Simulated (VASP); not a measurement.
# KTaO3 (P4/mmm) in VASP: notebook

Runs on KTaO3. Level: PBE. Tasks: single point.

Program: VASP 6.6.1. These are calculated values, not measurements. Logs are shortened: lines on timing, memory, paths and dates and some standing lists are left out, and cuts for length are marked.

## Step 1: The cell of the first run

It takes space group P4/mmm (No. 123, tetragonal). The conventional cell has a = 4.025 Å, b = 4.025 Å, c = 4.119 Å, α = 90.00°, β = 90.00°, γ = 90.00°. K (site symmetry 4/mmm) has 12 O at 2.85 to 2.88 Å and 8 Ta at 3.51 Å within 3.7 Å. Ta (site symmetry 4/mmm) has 6 O at 2.01 to 2.06 Å within 2.7 Å. O (site symmetry mmm) has 2 Ta at 2.01 Å within 2.7 Å. O (site symmetry 4/mmm) has 2 Ta at 2.06 Å within 2.7 Å.

## Step 2: Single point, PBE (normal strain along x +0.0000, normal strain along y +0.0233)

File INCAR:

```
PREC = Accurate ; ENCUT = 520
EDIFF = 1E-7 ; ISMEAR = 0
SIGMA = 0.05 ; LREAL = False
LASPH = True ; NELM = 100
ALGO = Normal ; ISIF = 2
LWAVE = False ; LCHARG = True
GGA = PE ; LELF = True
LVHAR = True ; NBANDS = 27
```

File KPOINTS:

```
Automatic mesh
0
Gamma
  8 8 8
```

File POSCAR:

```
KTaO3
1.0
    4.0248506931      0.0000000000      0.0000000000
    0.0000000000      4.1186297142      0.0000000000
    0.0000000000      0.0000000000      4.0248506931
K Ta O
1 1 3
Direct
    0.5000000000      0.5000000000      0.5000000000
    0.0000000000      0.0000000000      0.0000000000
    0.5000000000      0.0000000000      0.0000000000
    0.0000000000      0.5000000000      0.0000000000
    0.0000000000      0.0000000000      0.5000000000
```

Potentials or basis: VASP PAW PBE potentials, release 64 (K_sv, Ta_pv, O).

Command:

```bash
> cat potpaw_PBE.64/K_sv/POTCAR potpaw_PBE.64/Ta_pv/POTCAR potpaw_PBE.64/O/POTCAR > POTCAR
> mpirun -np 1 vasp_std > vasp.out
```

OUTCAR:

```text
PREC = Accurate
   ENCUT = 520
   EDIFF = 1E-7
   ISMEAR = 0
   LREAL = False
   LASPH = True
   NELM = 100
   ISIF = 2
   GGA = PE

 ion  position               nearest neighbor table
   1  0.500  0.500  0.500-   4 2.85   4 2.85   4 2.85   4 2.85   3 2.88   3 2.88   5 2.88   3 2.88
                             5 2.88   5 2.88   3 2.88   5 2.88   2 3.51   2 3.51   2 3.51   2 3.51
   2  0.000  0.000  0.000-   3 2.01   5 2.01   5 2.01   3 2.01   4 2.06   4 2.06   1 3.51   1 3.51
                             1 3.51   1 3.51   1 3.51   1 3.51   1 3.51   1 3.51
   3  0.500  0.000  0.000-   2 2.01   2 2.01   1 2.88   1 2.88   1 2.88   1 2.88
   4  0.000  0.500  0.000-   2 2.06   2 2.06   1 2.85   1 2.85   1 2.85   1 2.85
   5  0.000  0.000  0.500-   2 2.01   2 2.01   1 2.88   1 2.88   1 2.88   1 2.88

  LATTYP: Found a simple tetragonal cell.
 ALAT       =     4.0248506931
 C/A-ratio  =     1.0233000000

  Lattice vectors:

 A1 = (  -4.0248506931,   0.0000000000,   0.0000000000)
 A2 = (   0.0000000000,   0.0000000000,   4.0248506931)
 A3 = (   0.0000000000,   4.1186297142,   0.0000000000)

Analysis of symmetry for initial positions (statically):
=====================================================================
 Subroutine PRICEL returns:
 Original cell was already a primitive cell.

 Routine SETGRP: Setting up the symmetry group for a
 simple tetragonal supercell.

 Subroutine GETGRP returns: Found 16 space group operations
 (whereof 16 operations were pure point group operations)
 out of a pool of 16 trial point group operations.

The static configuration has the point symmetry D_4h.

Analysis of symmetry for dynamics (positions and initial velocities):
=====================================================================
 Subroutine PRICEL returns:
 Original cell was already a primitive cell.

 Routine SETGRP: Setting up the symmetry group for a
 simple tetragonal supercell.

 Subroutine GETGRP returns: Found 16 space group operations
 (whereof 16 operations were pure point group operations)
 out of a pool of 16 trial point group operations.

The dynamic configuration has the point symmetry D_4h.

 Subroutine INISYM returns: Found 16 space group operations
 (whereof 16 operations are pure point group operations),
 and found     1 'primitive' translations

----------------------------------------------------------------------------------------

                                     Primitive cell

  volume of cell :      66.7194

  direct lattice vectors                    reciprocal lattice vectors
     4.024850693  0.000000000  0.000000000     0.248456421  0.000000000  0.000000000
     0.000000000  4.118629714  0.000000000     0.000000000  0.242799200  0.000000000
     0.000000000  0.000000000  4.024850693     0.000000000  0.000000000  0.248456421

  length of vectors
     4.024850693  4.118629714  4.024850693     0.248456421  0.242799200  0.248456421

  position of ions in fractional coordinates (direct lattice)
     0.500000000  0.500000000  0.500000000
     0.000000000  0.000000000  0.000000000
     0.500000000  0.000000000  0.000000000
     0.000000000  0.500000000  0.000000000
     0.000000000  0.000000000  0.500000000

  ion indices of the primitive-cell ions
   primitive index   ion index
                 1           1
                 2           2
                 3           3
                 4           4
                 5           5

----------------------------------------------------------------------------------------

 KPOINTS: Automatic mesh

Automatic generation of k-mesh.
 Grid dimensions read from file:
 generate k-points for:    8    8    8

 Generating k-lattice:

  Cartesian coordinates                     Fractional coordinates (reciprocal lattice)
     0.031057053  0.000000000  0.000000000     0.125000000  0.000000000  0.000000000
     0.000000000  0.030349900  0.000000000     0.000000000  0.125000000  0.000000000
     0.000000000  0.000000000  0.031057053     0.000000000  0.000000000  0.125000000

  Length of vectors
     0.031057053  0.030349900  0.031057053

  Shift w.r.t. Gamma in fractional coordinates (k-lattice)
     0.000000000  0.000000000  0.000000000

 Subroutine IBZKPT returns following result:
 ===========================================

 Found     75 irreducible k-points:

 Following reciprocal coordinates:
            Coordinates               Weight
  0.000000  0.000000  0.000000      1.000000
  0.125000  0.000000  0.000000      4.000000
  0.250000  0.000000  0.000000      4.000000
  0.375000  0.000000  0.000000      4.000000
  0.500000  0.000000  0.000000      2.000000
  0.000000  0.125000  0.000000      2.000000
[... 16 lines left out ...]
  0.250000  0.500000  0.000000      4.000000
  0.375000  0.500000  0.000000      4.000000
 [... further k-points ...]
   k-points           NKPTS =     75   k-points in BZ     NKDIM =     75   number of bands    NBANDS=     27
   number of dos      NEDOS =    301   number of ions     NIONS =      5
   total plane-waves  NPLWV =  28800
   dimension x,y,z NGX =    30 NGY =   32 NGZ =   30
   dimension x,y,z NGXF=    60 NGYF=   64 NGZF=   60
   ions per type =               1   1   3
   NGX,Y,Z   is equivalent  to a cutoff of  12.39, 12.92, 12.39 a.u.
   NGXF,Y,Z  is equivalent  to a cutoff of  24.78, 25.83, 24.78 a.u.
 SYSTEM =  unknown system
   PREC   = accura    normal or accurate (medium, high low for compatibility)
   ISTART =      0    job   : 0-new  1-cont  2-samecut
   ICHARG =      2    charge: 1-file 2-atom 10-const
   ISPIN  =      1    spin polarized calculation?
   LNONCOLLINEAR =      F non collinear calculations
   LSORBIT =      F    spin-orbit coupling
   LASPH  =      T    aspherical Exc in radial PAW
   ENCUT  =  520.0 eV  38.22 Ry    6.18 a.u.   7.48  7.66  7.48*2*pi/ulx,y,z
   NELM   =    100;   NELMIN=  2; NELMDL= -5     # of ELM steps
   EDIFF  = 0.1E-06   stopping-criterion for ELM
   LREAL  =      F    real-space projection
   EDIFFG = 0.1E-05   stopping-criterion for IOM
   NSW    =      0    number of steps for IOM
   IBRION =     -1    ionic relax: 0-MD 1-quasi-New 2-CG
   NFREE  =      0    steps in history (QN), initial steepest desc. (CG)
   ISIF   =      2    stress and relaxation
   ISYM   =      2    0-nonsym 1-usesym 2-fastsym
   POTIM  = 0.5000    time-step for ionic-motion
   TEBEG  =    0.0;   TEEND  =   0.0 temperature during run
   PSTRESS=    0.0 pullay stress
   NELECT =      38.0000    total number of electrons
   NUPDOWN=      -1.0000    fix difference up-down
   EMIN   =  10.00;   EMAX   =-10.00  energy-range for DOS
   EFERMI =   0.00;   METHOD = LEGACY
   ISMEAR =     0;   SIGMA  =   0.05  broadening in eV -4-tet -1-fermi 0-gaus
   EFERMI_NEDOS =   21; number of points for ismear=-14 and -15
   IALGO  =     38    algorithm
   IMIX   =      4    mixing-type and parameters
     AMIX     =   0.40;   BMIX     =  1.00
     AMIX_MAG =   1.60;   BMIX_MAG =  1.00
  volume/ion in A,a.u.               =      13.34        90.05
  Fermi-wavevector in a.u.,A,eV,Ry     =   1.357017  2.564390 25.055060  1.841495
  Thomas-Fermi vector in A             =   2.483971
   LORBIT       =      0    0 simple, 1 ext, 2 COOP (PROOUT), +10 PAW based schemes
   GGA     = PE    functional components
   LHFCALC =     F    Hartree Fock is set to
   AEXX    =    0.0000 exact exchange contribution
   IVDW    =     0    specifies the selected vdW correction
   LEPSILON=     F    determine dielectric tensor
   LRPA    =     F    only Hartree local field effects (RPA)
 non-spin polarized calculation
 Gauss-broadening in eV      SIGMA  =   0.05
  energy-cutoff  :      520.00
  volume of cell :       66.72
 maximum number of plane-waves:      1816
 NGX is ok and might be reduce to    30
   NGX = 15   NGY = 15   NGZ = 15

 number of electron      37.9999990 magnetization

 Free energy of the ion-electron system (eV)
  ---------------------------------------------------
  ext. energy  EPLUGINS =         0.00000000
  ---------------------------------------------------
  free energy    TOTEN  =       -41.03159157 eV

  energy without entropy =      -41.03159157  energy(sigma->0) =      -41.03159157

 E-fermi :   1.6905     XC(G=0): -10.6135

 val. band max:        1.4778640768   @ k =   0.5000   0.5000   0.5000
 cond. band min:       3.5163933496   @ k =   0.0000   0.0000   0.0000
 fundamental gap:      2.0385292728
 Fermi energy:         1.6905065668

 k-point     1 :       0.0000    0.0000    0.0000
  band No.  band energies     occupation
      1     -32.8956      2.00000
      2     -32.8956      2.00000
      3     -32.8724      2.00000
      4     -25.9026      2.00000
      5     -15.9405      2.00000
      6     -15.3288      2.00000
[... 19 lines left out ...]
     26       9.4746      0.00000
     27       9.5900      0.00000

 k-point     2 :       0.1250    0.0000    0.0000
  band No.  band energies     occupation
      1     -32.9071      2.00000
      2     -32.8951      2.00000
      3     -32.8719      2.00000
      4     -25.8994      2.00000
      5     -15.8816      2.00000
      6     -15.2709      2.00000
[... 19 lines left out ...]
     26       9.6822      0.00000
     27       9.7878      0.00000

 k-point     3 :       0.2500    0.0000    0.0000
  band No.  band energies     occupation
      1     -32.9347      2.00000
      2     -32.8941      2.00000
      3     -32.8709      2.00000
      4     -25.8917      2.00000
      5     -15.7989      2.00000
      6     -15.1345      2.00000
[... 19 lines left out ...]
     26      10.2127      0.00000
     27      10.4470      0.00000

 k-point     4 :       0.3750    0.0000    0.0000
  band No.  band energies     occupation
      1     -32.9620      2.00000
      2     -32.8931      2.00000
      3     -32.8699      2.00000
      4     -25.8840      2.00000
      5     -15.7726      2.00000
      6     -15.1069      2.00000
[... 19 lines left out ...]
     26      10.7232      0.00000
     27      11.6342      0.00000

 k-point     5 :       0.5000    0.0000    0.0000
  band No.  band energies     occupation
      1     -32.9733      2.00000
      2     -32.8926      2.00000
      3     -32.8694      2.00000
      4     -25.8807      2.00000
      5     -15.7704      2.00000
      6     -15.1032      2.00000
[... 19 lines left out ...]
     26      10.9428      0.00000
     27      11.8301      0.00000

 k-point     6 :       0.0000    0.1250    0.0000
  band No.  band energies     occupation
      1     -32.8953      2.00000
      2     -32.8953      2.00000
      3     -32.8808      2.00000
      4     -25.8999      2.00000
      5     -15.9230      2.00000
      6     -15.3265      2.00000
[... 444 lines left out ...]
      1     -32.9294      2.00000
      2     -32.8935      2.00000
      3     -32.8935      2.00000
      4     -25.8840      2.00000
      5     -15.9009      2.00000
      6     -15.3126      2.00000
[... 19 lines left out ...]
     26      10.7528      0.00000
     27      11.9518      0.00000

 k-point    22 :       0.1250    0.5000    0.0000
  band No.  band energies     occupation
      1     -32.9289      2.00000
      2     -32.9049      2.00000
      3     -32.8931      2.00000
      4     -25.8821      2.00000
      5     -15.8184      2.00000
      6     -15.2517      2.00000
[... 19 lines left out ...]
     26      10.9066      0.00000
     27      11.9563      0.00000

 k-point    23 :       0.2500    0.5000    0.0000
  band No.  band energies     occupation
      1     -32.9323      2.00000
      2     -32.9276      2.00000
      3     -32.8920      2.00000
      4     -25.8776      2.00000
      5     -15.6709      2.00000
      6     -15.0322      2.00000
[... 19 lines left out ...]
     26      11.3732      0.00000
     27      11.8308      0.00000

 k-point    24 :       0.3750    0.5000    0.0000
  band No.  band energies     occupation
      1     -32.9594      2.00000
      2     -32.9263      2.00000
      3     -32.8910      2.00000
      4     -25.8730      2.00000
      5     -15.5854      2.00000
      6     -14.7142      2.00000
[... 19 lines left out ...]
     26      12.2021      0.00000
     27      12.4851      0.00000

 [... further k-points ...]
[... 5 lines left out ...]
  --------------------------------------------------------------------------------------
  -------------------------------------------------------------------------------------
  Total       -0.4794954     -3.3797894     -0.4794954     -0.0000000     -0.0000000      0.0000000
  in kB      -11.5144388    -81.1610998    -11.5144388     -0.0000000     -0.0000000      0.0000000
  external PRESSURE =     -34.7299925 kB  Pullay stress =       0.0000000 kB

 VOLUME and BASIS-vectors are now :
 -----------------------------------------------------------------------------
  energy-cutoff  :      520.00
  volume of cell :       66.72
      direct lattice vectors                 reciprocal lattice vectors
     4.024850693  0.000000000  0.000000000     0.248456421  0.000000000  0.000000000
     0.000000000  4.118629714  0.000000000     0.000000000  0.242799200  0.000000000
     0.000000000  0.000000000  4.024850693     0.000000000  0.000000000  0.248456421

 POSITION                                       TOTAL-FORCE (eV/Angst)
 -----------------------------------------------------------------------------------
      2.01243      2.05931      2.01243         0.000000      0.000000      0.000000
      0.00000      0.00000      0.00000         0.000000      0.000000      0.000000
      2.01243      0.00000      0.00000         0.000000      0.000000      0.000000
      0.00000      2.05931      0.00000         0.000000      0.000000      0.000000
      0.00000      0.00000      2.01243         0.000000      0.000000      0.000000
 -----------------------------------------------------------------------------------
    total drift:                                0.000000     -0.000000      0.000000

  FREE ENERGIE OF THE ION-ELECTRON SYSTEM (eV)
  ---------------------------------------------------
  free  energy   TOTEN  =       -41.0315915673 eV

  energy  without entropy=      -41.0315915673  energy(sigma->0) =      -41.03159157
```

It took 86 s on 1 thread of AMD EPYC 7R13 (Zen 3), shared host; peak memory 0.23 GiB.

What came out:

```
Free energy            : -41.0316 eV
Pressure               : -3.5 GPa
Band gap on the k mesh : 2.04 eV, indirect (least direct gap 2.67 eV)
```

Levels at points of the mesh, in eV from the valence-band top:
```csv
k point,band 15,band 16,band 17,band 18,band 19,band 20,band 21,band 22,band 23,band 24
"(0.00, 0.00, 0.00)",-0.96,-0.96,-0.66,-0.63,-0.63,2.04,2.04,2.07,5.87,6.35
"(0.50, 0.00, 0.00)",-2.24,-2.03,-1.37,-0.87,-0.80,2.18,4.77,4.77,6.08,7.78
"(0.00, 0.50, 0.00)",-2.20,-2.12,-1.45,-0.89,-0.89,2.19,4.49,4.49,6.39,7.91
"(0.50, 0.50, 0.00)",-2.45,-1.77,-1.47,-1.46,-0.04,4.53,4.80,5.85,7.19,9.80
"(0.50, 0.00, 0.50)",-2.80,-1.72,-1.23,-1.23,-0.07,4.80,4.80,6.04,6.66,9.99
"(0.50, 0.50, 0.50)",-3.69,-3.69,-0.04,0.00,0.00,5.96,5.96,6.14,8.71,8.71
```

Caveat: the cell differs from its parent crystal (normal strain along x +0.0000, normal strain along y +0.0233); spin-orbit coupling is left out, which moves the levels of the heavy elements. A k mesh can miss the band edges.

(Part 1 of 2 ends here.)
